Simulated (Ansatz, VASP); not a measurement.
Two plane-wave programs on SnS2

```
Sn S
1.0
     3.63900    0.00000    0.00000
    -1.81950    3.15147    0.00000
     0.00000    0.00000    5.86800
Sn S
1 2
Direct
  0.00000 0.00000 0.00000
  0.33333 0.66667 0.25000
  0.66667 0.33333 0.75000
```

Alike in both runs: task relaxation of cell and atoms; functional PBE; dispersion D3(BJ); k mesh 9 × 9 × 6; occupations gaussian, width 0.02 eV; no spin polarisation.

|  | VASP | Ansatz |
| --- | --- | --- |
| version | VASP 6.6.1 | Ansatz 0.2.0 |
| potentials or method | VASP PAW PBE potentials, release 64 (Sn_d, S), cutoff 600 eV | scalar-relativistic, plane waves, PAW |
| valence electrons in the cell | 26 | 26 |

VASP gave:

```
gap on the k mesh at the Fermi level, each at its own relaxed structure (eV) : 1.26
relaxed volume (Å³/atom)                                                     : 22.55
relaxed cell length with the largest relative difference (Å)                 : 3.667
```

Task: Estimate Ansatz's values.

Result: gap on the k mesh at the Fermi level, each at its own relaxed structure (eV): 1.24; relaxed volume (Å³/atom): 22.57; relaxed cell length with the largest relative difference (Å): 3.669.
